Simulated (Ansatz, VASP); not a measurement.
Two plane-wave programs on CdSe

```
Cd Se
1.0
     3.56189    0.00000    0.00000
     0.00000    3.56189    0.00000
     0.00000    0.00000    3.56189
Cd Se
1 1
Direct
  0.50000 0.50000 0.50000
  0.00000 0.00000 0.00000
```

Alike in both runs: functional PBE; k mesh 4 × 4 × 4; occupations gaussian, width 0.1 eV; no spin polarisation.

Ansatz relaxed the structure, and its values are those at the end. VASP's run is a single point on that final structure, the one shown.

|  | VASP | Ansatz |
| --- | --- | --- |
| version | VASP 6.6.1 | Ansatz 0.2.0 |
| potentials or method | VASP PAW PBE potentials, release 64 (Cd, Se), cutoff 520 eV | scalar-relativistic, plane waves, PAW |
| valence electrons in the cell | 18 | 36 |

```tsv
	VASP	Ansatz	Ansatz less VASP
gap on the k mesh at the Fermi level (eV)	none	none	-
pressure (GPa)	0.2	0.0	-0.27
```

A gap of «none» marks a metal or a gap that the smearing closes. With one functional, cell and mesh, what is left measures potentials, basis and numerics. VASP's potentials hold 18 valence electrons a cell and Ansatz's 36, so a difference there can come from the potentials and not from the codes.

The k mesh is coarse, so the values compare programs but aren't converged.
